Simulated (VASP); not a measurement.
## Ir: single point with r2SCAN

The system is Ir.

```xyz
1
Lattice="0.0000 1.9251 1.9251 1.9251 0.0000 1.9251 1.9251 1.9251 0.0000" Properties=species:S:1:pos:R:3 pbc="T T T"
Ir    0.0000    0.0000    0.0000
```

```yaml
Program: VASP 6.6.1
Task: single point
Functional: r2SCAN
Potentials_or_basis: VASP PAW PBE potentials, release 64 (Ir_sv_GW)
Cutoff: 550 eV
k_mesh: 8 × 8 × 8
Occupations: fermi-dirac, width 0.1 eV
Spin: no spin polarisation
Dipole_correction: no
Further_INCAR_settings: ALGO = Normal; EDIFF = 1e-06; NBANDS = 14
```

```json
{"Pressure": "-2.2 GPa", "Band gap on the k mesh": "zero (an odd number of electrons rules out a gap without spin polarisation)"}
```

Levels at points of the mesh, in eV from the Fermi level:
```
           k point  band 5  band 6  band 7  band 8  band 9  band 10  band 11  band 12
(0.00, 0.00, 0.00)  -11.46   -3.99   -3.99   -3.99   -1.32    -1.32    14.23    19.99
(0.50, 0.00, 0.00)   -8.35   -4.14   -4.14   -0.72    0.88     0.88     7.57    13.99
(0.50, 0.50, 0.00)   -8.14   -7.57    0.78    1.51    1.51     1.70    10.96    11.97
```

It took 46 s on 1 thread of AMD EPYC 7R43 64-Core Processor (Zen 3), with other jobs on the host, peak memory 0.11 GiB.

Caveat: the PAW data sets were made with another functional, which shifts forces and pressure a little; spin-orbit coupling is left out, which moves the levels of the heavy elements.
